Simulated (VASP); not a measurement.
# Li6Mg2H in VASP: single point with LDA

Aim: the single point of Li6Mg2H with LDA.

Everything below comes from runs of VASP 6.6.1. Logs are shortened: lines on timing, memory, paths and dates and some standing lists are left out, and cuts for length are marked.

**1. The cell of the first run**

The cell holds a slab with vacuum, 18 atoms: a = 9.980 Å, b = 5.269 Å, c = 16.644 Å, α = 90.00°, β = 90.00°, γ = 90.00°.

**2. Single point, LDA**

INCAR reads:

```
PREC = Accurate ; ENCUT = 520
EDIFF = 1E-6 ; ISMEAR = 0
SIGMA = 0.05 ; LREAL = Auto
LASPH = True ; NELM = 80
ALGO = Normal ; ISIF = 2
LWAVE = False ; LCHARG = False
NBANDS = 38
```

KPOINTS reads:

```
regular mesh
0
Gamma
  3 5 1
```

POSCAR reads:

```
Li6Mg2H
1.0
    9.9804390000      0.0000000000      0.0000000000
    0.0000000000      5.2686440000      0.0000000000
    0.0000000000      0.0000000000     16.6442660000
Li Mg H
12 4 2
Direct
    0.0001627166      0.1476325661      0.1499390044
    0.2515946713      0.5263681005      0.1516062495
    0.2502649000      0.0022143000      0.0600808000
    0.5000000000      0.6658365000      0.0600808000
    0.7497351000      0.0022143000      0.0600808000
    0.7486073715      0.5266333823      0.1515401234
    0.0009374981      0.1419818227      0.3299479547
    0.2772985855      0.5625703974      0.3321071584
    0.2446206588      0.0441722545      0.2365122313
    0.5003713488      0.6432395616      0.2288049258
    0.7561755712      0.0448641994      0.2367255465
    0.7232631394      0.5624574997      0.3323517734
    0.0000000000      0.6630679000      0.0600808000
    0.5002176140      0.1546851810      0.1439233042
    0.0000607866      0.6417573911      0.2419375513
    0.5003362467      0.1181918019      0.3216030485
    0.0413124702      1.1350458526      0.4438026907
   -0.0372696771      1.1362131812      0.4439341193
```

Potentials or basis: VASP PAW LDA potentials, release 64 (Li_sv, Mg, H).

Started as:

```console
$ cat potpaw_LDA.64/Li_sv/POTCAR potpaw_LDA.64/Mg/POTCAR potpaw_LDA.64/H/POTCAR > POTCAR
$ mpirun -np 1 vasp_std > vasp.out
```

OUTCAR:

```text
PREC = Accurate
   ENCUT = 520
   EDIFF = 1E-6
   ISMEAR = 0
   LREAL = Auto
   LASPH = True
   NELM = 80
   ISIF = 2

 ion  position               nearest neighbor table
   1  0.000  0.148  0.150-  13 2.96  15 3.02  15 3.07  13 3.10
   2  0.252  0.526  0.152-  15 2.99  13 3.02
   3  0.250  0.002  0.060-  14 2.97  13 3.07
   4  0.500  0.666  0.060-  14 2.93  14 3.03
   5  0.750  0.002  0.060-  14 2.97  13 3.07
   6  0.749  0.527  0.152-  15 2.99  13 3.02
   7  0.001  0.142  0.330-  15 3.01  15 3.02
   8  0.277  0.563  0.332-
   9  0.245  0.044  0.237-  16 2.94  14 3.04
  10  0.500  0.643  0.229-  14 2.94  16 2.94  14 3.04
  11  0.756  0.045  0.237-  16 2.94  14 3.04
  12  0.723  0.562  0.332-
  13  0.000  0.663  0.060-   1 2.96   6 3.02   2 3.02  15 3.03   3 3.07   5 3.07   1 3.10
  14  0.500  0.155  0.144-   4 2.93  10 2.94  16 2.96   5 2.97   3 2.97   4 3.03   9 3.04  11 3.04
                            10 3.04
  15  0.000  0.642  0.242-   6 2.99   2 2.99   7 3.01   7 3.02   1 3.02  13 3.03   1 3.07
  16  0.500  0.118  0.322-  10 2.94  11 2.94   9 2.94  14 2.96
  17  0.041  0.135  0.444-  18 0.78
  18  0.963  0.136  0.444-  17 0.78

  LATTYP: Found a simple orthorhombic cell.
 ALAT       =     5.2686440000
 B/A-ratio  =     1.8943088582
 C/A-ratio  =     3.1591176022

  Lattice vectors:

 A1 = (   0.0000000000,  -5.2686440000,   0.0000000000)
 A2 = (   9.9804390000,   0.0000000000,   0.0000000000)
 A3 = (   0.0000000000,   0.0000000000,  16.6442660000)

Analysis of symmetry for initial positions (statically):
=====================================================================
 Subroutine PRICEL returns:
 Original cell was already a primitive cell.

 Routine SETGRP: Setting up the symmetry group for a
 simple orthorhombic supercell.

 Subroutine GETGRP returns: Found  1 space group operations
 (whereof  1 operations were pure point group operations)
 out of a pool of  8 trial point group operations.

The static configuration has the point symmetry C_1 .

Analysis of symmetry for dynamics (positions and initial velocities):
=====================================================================
 Subroutine PRICEL returns:
 Original cell was already a primitive cell.

 Routine SETGRP: Setting up the symmetry group for a
 simple orthorhombic supercell.

 Subroutine GETGRP returns: Found  1 space group operations
 (whereof  1 operations were pure point group operations)
 out of a pool of  8 trial point group operations.

The dynamic configuration has the point symmetry C_1 .

 Subroutine INISYM returns: Found  1 space group operations
 (whereof  1 operations are pure point group operations),
 and found     1 'primitive' translations

----------------------------------------------------------------------------------------

                                     Primitive cell

  volume of cell :     875.2118

  direct lattice vectors                    reciprocal lattice vectors
     9.980439000  0.000000000  0.000000000     0.100195993  0.000000000  0.000000000
     0.000000000  5.268644000  0.000000000     0.000000000  0.189802158  0.000000000
     0.000000000  0.000000000 16.644266000     0.000000000  0.000000000  0.060080751

  length of vectors
     9.980439000  5.268644000 16.644266000     0.100195993  0.189802158  0.060080751

  position of ions in fractional coordinates (direct lattice)
     0.000162717  0.147632566  0.149939004
     0.251594671  0.526368101  0.151606249
     0.250264900  0.002214300  0.060080800
     0.500000000  0.665836500  0.060080800
     0.749735100  0.002214300  0.060080800
     0.748607372  0.526633382  0.151540123
[... 10 lines left out ...]
     0.041312470  0.135045853  0.443802691
     0.962730323  0.136213181  0.443934119

  ion indices of the primitive-cell ions
   primitive index   ion index
                 1           1
                 2           2
                 3           3
                 4           4
                 5           5
                 6           6
[... 10 lines left out ...]
                17          17
                18          18

----------------------------------------------------------------------------------------

 KPOINTS: regular mesh

Automatic generation of k-mesh.
 Grid dimensions read from file:
 generate k-points for:    3    5    1

 Generating k-lattice:

  Cartesian coordinates                     Fractional coordinates (reciprocal lattice)
     0.033398664  0.000000000  0.000000000     0.333333333  0.000000000  0.000000000
     0.000000000  0.037960432  0.000000000     0.000000000  0.200000000  0.000000000
     0.000000000  0.000000000  0.060080751     0.000000000  0.000000000  1.000000000

  Length of vectors
     0.033398664  0.037960432  0.060080751

  Shift w.r.t. Gamma in fractional coordinates (k-lattice)
     0.000000000  0.000000000  0.000000000

 Subroutine IBZKPT returns following result:
 ===========================================

 Found      8 irreducible k-points:

 Following reciprocal coordinates:
            Coordinates               Weight
  0.000000  0.000000  0.000000      1.000000
  0.333333  0.000000  0.000000      2.000000
  0.000000  0.200000  0.000000      2.000000
  0.333333  0.200000  0.000000      2.000000
 -0.333333  0.200000  0.000000      2.000000
  0.000000  0.400000  0.000000      2.000000
  0.333333  0.400000  0.000000      2.000000
 -0.333333  0.400000  0.000000      2.000000
   k-points           NKPTS =      8   k-points in BZ     NKDIM =      8   number of bands    NBANDS=     38
   number of dos      NEDOS =    301   number of ions     NIONS =     18
   total plane-waves  NPLWV = 403200
   dimension x,y,z NGX =    80 NGY =   40 NGZ =  126
   dimension x,y,z NGXF=   160 NGYF=   80 NGZF=  252
   ions per type =              12   4   2
   NGX,Y,Z   is equivalent  to a cutoff of  13.33, 12.62, 12.59 a.u.
   NGXF,Y,Z  is equivalent  to a cutoff of  26.65, 25.24, 25.17 a.u.
 SYSTEM =  unknown system
   PREC   = accura    normal or accurate (medium, high low for compatibility)
   ISTART =      0    job   : 0-new  1-cont  2-samecut
   ICHARG =      2    charge: 1-file 2-atom 10-const
   ISPIN  =      1    spin polarized calculation?
   LNONCOLLINEAR =      F non collinear calculations
   LSORBIT =      F    spin-orbit coupling
   LASPH  =      T    aspherical Exc in radial PAW
   ENCUT  =  520.0 eV  38.22 Ry    6.18 a.u.  18.56  9.80 30.95*2*pi/ulx,y,z
   NELM   =     80;   NELMIN=  2; NELMDL= -5     # of ELM steps
   EDIFF  = 0.1E-05   stopping-criterion for ELM
   LREAL  =      T    real-space projection
   EDIFFG = 0.1E-04   stopping-criterion for IOM
   NSW    =      0    number of steps for IOM
   IBRION =     -1    ionic relax: 0-MD 1-quasi-New 2-CG
   NFREE  =      0    steps in history (QN), initial steepest desc. (CG)
   ISIF   =      2    stress and relaxation
   ISYM   =      2    0-nonsym 1-usesym 2-fastsym
   POTIM  = 0.5000    time-step for ionic-motion
   TEBEG  =    0.0;   TEEND  =   0.0 temperature during run
   PSTRESS=    0.0 pullay stress
   NELECT =      46.0000    total number of electrons
   NUPDOWN=      -1.0000    fix difference up-down
   EMIN   =  10.00;   EMAX   =-10.00  energy-range for DOS
   EFERMI =   0.00;   METHOD = LEGACY
   ISMEAR =     0;   SIGMA  =   0.05  broadening in eV -4-tet -1-fermi 0-gaus
   EFERMI_NEDOS =   21; number of points for ismear=-14 and -15
   IALGO  =     38    algorithm
   IMIX   =      4    mixing-type and parameters
     AMIX     =   0.40;   BMIX     =  1.00
     AMIX_MAG =   1.60;   BMIX_MAG =  1.00
  volume/ion in A,a.u.               =      48.62       328.12
  Fermi-wavevector in a.u.,A,eV,Ry     =   0.613230  1.158836  5.116477  0.376050
  Thomas-Fermi vector in A             =   1.669804
   LORBIT       =      0    0 simple, 1 ext, 2 COOP (PROOUT), +10 PAW based schemes
   GGA     = CA    functional components
   LHFCALC =     F    Hartree Fock is set to
   AEXX    =    0.0000 exact exchange contribution
   IVDW    =     0    specifies the selected vdW correction
   LEPSILON=     F    determine dielectric tensor
   LRPA    =     F    only Hartree local field effects (RPA)
 non-spin polarized calculation
 Gauss-broadening in eV      SIGMA  =   0.05
  energy-cutoff  :      520.00
  volume of cell :      875.21
 maximum number of plane-waves:     23580
 NGX is ok and might be reduce to    80
   NGX = 37   NGY = 19   NGZ = 61

 number of electron      46.0000011 magnetization

 Free energy of the ion-electron system (eV)
  ---------------------------------------------------
  ext. energy  EPLUGINS =         0.00000000
  ---------------------------------------------------
  free energy    TOTEN  =       -34.80440333 eV

  energy without entropy =      -34.78812070  energy(sigma->0) =      -34.79626202

 E-fermi :  -1.4048     XC(G=0):  -4.0466

 val. band max:       -1.4247427866   @ k =   0.3333   0.0000   0.0000
 cond. band min:      -1.3967970435   @ k =  -0.3333   0.4000   0.0000
 fundamental gap:      0.0279457431
 Fermi energy:        -1.4047738980

 k-point     1 :       0.0000    0.0000    0.0000
  band No.  band energies     occupation
      1     -47.8097      2.00000
      2     -47.8080      2.00000
      3     -47.6740      2.00000
      4     -47.6725      2.00000
      5     -47.6475      2.00000
      6     -47.6213      2.00000
[... 27 lines left out ...]
     34       0.9771      0.00000
     35       1.0469      0.00000

 k-point     2 :       0.3333    0.0000    0.0000
  band No.  band energies     occupation
      1     -47.8097      2.00000
      2     -47.8080      2.00000
      3     -47.6740      2.00000
      4     -47.6725      2.00000
      5     -47.6475      2.00000
      6     -47.6213      2.00000
[... 27 lines left out ...]
     34       1.1249      0.00000
     35       1.2736      0.00000

 k-point     3 :       0.0000    0.2000    0.0000
  band No.  band energies     occupation
      1     -47.8097      2.00000
      2     -47.8080      2.00000
      3     -47.6740      2.00000
      4     -47.6725      2.00000
      5     -47.6475      2.00000
      6     -47.6213      2.00000
[... 27 lines left out ...]
     34       0.9783      0.00000
     35       1.0297      0.00000

 k-point     4 :       0.3333    0.2000    0.0000
  band No.  band energies     occupation
      1     -47.8097      2.00000
      2     -47.8080      2.00000
      3     -47.6740      2.00000
      4     -47.6725      2.00000
      5     -47.6475      2.00000
      6     -47.6213      2.00000
[... 27 lines left out ...]
     34       1.1714      0.00000
     35       1.2889      0.00000

 k-point     5 :      -0.3333    0.2000    0.0000
  band No.  band energies     occupation
      1     -47.8097      2.00000
      2     -47.8080      2.00000
      3     -47.6740      2.00000
      4     -47.6725      2.00000
      5     -47.6475      2.00000
      6     -47.6213      2.00000
[... 27 lines left out ...]
     34       1.1718      0.00000
     35       1.2891      0.00000

 k-point     6 :       0.0000    0.4000    0.0000
  band No.  band energies     occupation
      1     -47.8097      2.00000
      2     -47.8080      2.00000
      3     -47.6740      2.00000
      4     -47.6725      2.00000
      5     -47.6475      2.00000
      6     -47.6213      2.00000
[... 27 lines left out ...]
     34       1.0026      0.00000
     35       1.2021      0.00000

 k-point     7 :       0.3333    0.4000    0.0000
  band No.  band energies     occupation
      1     -47.8097      2.00000
      2     -47.8080      2.00000
      3     -47.6740      2.00000
      4     -47.6725      2.00000
      5     -47.6475      2.00000
      6     -47.6213      2.00000
[... 27 lines left out ...]
     34       0.8858      0.00000
     35       1.1465      0.00000

 k-point     8 :      -0.3333    0.4000    0.0000
  band No.  band energies     occupation
      1     -47.8097      2.00000
      2     -47.8080      2.00000
      3     -47.6740      2.00000
      4     -47.6725      2.00000
      5     -47.6475      2.00000
      6     -47.6213      2.00000
[... 27 lines left out ...]
     34       0.8856      0.00000
     35       1.1470      0.00000
 [bands above 35 left out]

------------------------ aborting loop because EDIFF is reached ----------------------------------------

  FORCE on cell =-STRESS in cart. coord.  units (eV):
  Direction    XX          YY          ZZ          XY          YZ          ZX
  --------------------------------------------------------------------------------------
  -------------------------------------------------------------------------------------
  Total       -3.2240557     -5.7349958     -0.2659801     -0.0042171     -0.0187253     -0.0219888
  in kB       -5.9020104    -10.4985795     -0.4869076     -0.0077198     -0.0342789     -0.0402531
  external PRESSURE =      -5.6291658 kB  Pullay stress =       0.0000000 kB

 VOLUME and BASIS-vectors are now :
 -----------------------------------------------------------------------------
  energy-cutoff  :      520.00
  volume of cell :      875.21
      direct lattice vectors                 reciprocal lattice vectors
     9.980439000  0.000000000  0.000000000     0.100195993  0.000000000  0.000000000
     0.000000000  5.268644000  0.000000000     0.000000000  0.189802158  0.000000000
     0.000000000  0.000000000 16.644266000     0.000000000  0.000000000  0.060080751

 POSITION                                       TOTAL-FORCE (eV/Angst)
 -----------------------------------------------------------------------------------
      0.00162      0.77782      2.49562         0.000350      0.004146     -0.000619
      2.51103      2.77325      2.52337         0.003595     -0.000231     -0.001529
      2.49775      0.01167      1.00000        -0.061399      0.197804     -0.071053
      4.99022      3.50806      1.00000         0.000563     -0.210723     -0.089024
      7.48269      0.01167      1.00000         0.065005      0.198021     -0.070192
      7.47143      2.77464      2.52227        -0.003215     -0.000066     -0.002119
[... 10 lines left out ...]
      0.41232      0.71151      7.38677         0.010572      0.000394      0.002042
      9.60847      0.71766      7.38896        -0.011930     -0.000394      0.009519
 -----------------------------------------------------------------------------------
    total drift:                               -0.006534     -0.001657     -0.011829

  FREE ENERGIE OF THE ION-ELECTRON SYSTEM (eV)
  ---------------------------------------------------
  free  energy   TOTEN  =       -34.8044033309 eV

  energy  without entropy=      -34.7881207027  energy(sigma->0) =      -34.79626202
```

It took 11 min on 1 thread of Intel Xeon Platinum 8259CL at 2.50GHz (Skylake/Cascade Lake), shared host; peak memory 0.68 GiB.

Results:

```
Free energy            : -34.8044 eV
Largest force          : 0.296 eV/Å
Band gap on the k mesh : zero (bands 23 and 24 overlap by 0.38 eV)
```

Forces on the atoms (eV/Å):
```
Li   0.000  0.004 -0.001
Li   0.004  0.000 -0.002
Li  -0.061  0.198 -0.071
Li   0.001 -0.211 -0.089
Li   0.065  0.198 -0.070
Li  -0.003  0.000 -0.002
Li  -0.002  0.002 -0.021
Li   0.000  0.000  0.002
Li  -0.002  0.004  0.002
Li   0.000 -0.001 -0.003
Li  -0.001  0.005  0.004
Li   0.000  0.001  0.000
Mg   0.002 -0.181  0.235
Mg   0.000 -0.001  0.014
Mg   0.001 -0.016  0.001
Mg  -0.002 -0.001 -0.011
H    0.011  0.000  0.002
H   -0.012  0.000  0.010
```

Caveat: the cutoff is under 1.25 times the usual one of these potentials, so pressure, stress and relaxed cells hold a basis-set (Pulay) error.
